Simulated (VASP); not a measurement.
Crystal: CsBe3Ag.

```
Cs Be Ag
1.0
     4.08398    0.00000    0.00000
     0.00000    4.26459    0.00000
     0.00000    0.00000    5.77979
Cs Be Ag
1 3 1
Direct
  0.50000 0.50000 0.50000
  0.00000 0.50000 0.30824
  0.00000 0.50000 0.69176
  0.00000 0.00000 0.00000
  0.00000 0.50000 0.00000
```

The cell was generated, and may not be a known phase.

| Property | Result |
| --- | --- |
| Program | VASP 6.6.1 |
| Task | relaxation of cell and atoms |
| Functional | PBE |
| Potentials or basis | VASP PAW PBE potentials, release 64 (Cs_sv, Be, Ag) |
| Cutoff | 600 eV |
| k mesh | 4 × 4 × 4 |
| Occupations | gaussian, width 0.1 eV |
| Spin | no spin polarisation |

At the start: pressure 27.4 GPa; volume 20.13 Å³/atom.

**Question.** Where does the relaxation end?

**Answer.** Over 13 steps the energy falls by 1243.9 meV/atom and the volume is 38.02 Å³/atom (+88.9 %); space group Pmmm (No. 47, to 0.1 Å) before and after.

Step by step:
```
step  energy change (eV)  largest force (eV/Å)  pressure (GPa)  volume (Å³)
   1              0.0000                5.6758           27.41       100.66
   2             -4.0161                1.4860            1.69       158.10
   3             -4.0240                1.3193            3.43       141.94
   4             -4.0499                1.5036            2.24       152.00
   5             -5.5060                0.9466           -0.12       172.55
   6             -5.9905                0.6642           -0.92       189.58
   7             -5.9584                0.0950           -1.89       222.16
   8             -6.1154                0.4677           -1.21       201.55
   9             -6.1268                0.3949           -1.30       205.03
  10             -6.2161                0.0180           -0.13       191.44
  11             -6.2163                0.0475           -0.03       190.71
  12             -6.2163                0.0360           -0.06       190.99
  13             -6.2193                0.0121            0.00       190.11
```

Final structure:
```cif
data_structure
_symmetry_space_group_name_H-M 'P 1'
_symmetry_Int_Tables_number 1
_cell_length_a 6.6428
_cell_length_b 4.4168
_cell_length_c 6.4795
_cell_angle_alpha 90.000
_cell_angle_beta 90.000
_cell_angle_gamma 90.000
_cell_volume 190.11
loop_
_atom_site_label
_atom_site_type_symbol
_atom_site_fract_x
_atom_site_fract_y
_atom_site_fract_z
_atom_site_occupancy
Cs1 Cs 0.50000 0.50000 0.50000 1
Be1 Be 0.00000 0.50000 0.33818 1
Be2 Be 0.00000 0.50000 0.66182 1
Be3 Be 0.00000 0.00000 0.00000 1
Ag1 Ag 0.00000 0.50000 0.00000 1
```

Caveat: the k points lie up to 0.36 Å⁻¹ apart in the final cell, too coarse for converged energies and pressures of a metal; the volume moved by over 15 % at a fixed basis, so the end points are rough.
